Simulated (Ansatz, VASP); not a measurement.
# One calculation of KSrCl3, two programs

The input INCAR:

```
ALGO     = Normal         # electronic algorithm
EDIFF    = 1E-6           # SCF threshold, eV
ENCUT    = 520            # plane-wave cutoff, eV
GGA      = PE             # functional
ISIF     = 2              # what is computed and relaxed
ISMEAR   = 0              # smearing method
LASPH    = T              # aspherical terms in the spheres
LCHARG   = F              # write CHGCAR
LREAL    = F              # projectors in reciprocal space
LWAVE    = F              # write WAVECAR
NBANDS   = 28             # bands
NELM     = 60             # most SCF steps
PREC     = Accurate       # precision mode
SIGMA    = 0.01           # smearing width, eV
```

KPOINTS

```
k-points
0
Gamma
  4 4 4
```

The input POSCAR:

```
KSrCl3
1.0
    5.7308876191      0.0000000000      0.0000000000
    0.0000000000      5.7308876191      0.0000000000
    0.0000000000      0.0000000000      5.7308876191
K Sr Cl
1 1 3
Direct
    0.0000000000      0.0000000000      0.0000000000
    0.5000000000      0.5000000000      0.5000000000
    0.5000000000      0.5000000000      0.0000000000
    0.5000000000      0.0000000000      0.5000000000
    0.0000000000      0.5000000000      0.5000000000
```

Input for Ansatz:

```yaml
crystal:
  lattice:
    - [5.7308876191, 0.0, 0.0]
    - [0.0, 5.7308876191, 0.0]
    - [0.0, 0.0, 5.7308876191]
  atoms:
    - { symbol: K, position: [0.0, 0.0, 0.0] }
    - { symbol: Sr, position: [0.5, 0.5, 0.5] }
    - { symbol: Cl, position: [0.5, 0.5, 0.0] }
    - { symbol: Cl, position: [0.5, 0.0, 0.5] }
    - { symbol: Cl, position: [0.0, 0.5, 0.5] }
kpoints:
  mp_grid: { grid: [4, 4, 4] }
hamiltonian:
  xc: pbe
scf:
  occupations: { method: fixed }
  n_extra_bands: 5
output:
  forces: true
  stress: true
  eigenvalues: true
```

Alike in both runs: task single point; functional PBE; k mesh 4 × 4 × 4; no spin polarisation.

|  | VASP | Ansatz |
| --- | --- | --- |
| version | VASP 6.6.1 | Ansatz 0.2.0 |
| potentials or method | VASP PAW PBE potentials, release 64 (K_sv, Sr_sv, Cl) | plane waves, PAW |
| plane-wave cutoff (eV) | 520 | 420 |
| occupations | gaussian, width 0.01 eV | fixed |
| valence electrons in the cell | 40 | 40 |

|  | VASP | Ansatz | Ansatz less VASP |
| --- | --- | --- | --- |
| gap on the k mesh at the Fermi level (eV) | 4.39 | 4.38 | -0.001 |
| pressure (GPa) | -0.5 | -0.5 | -0.04 |
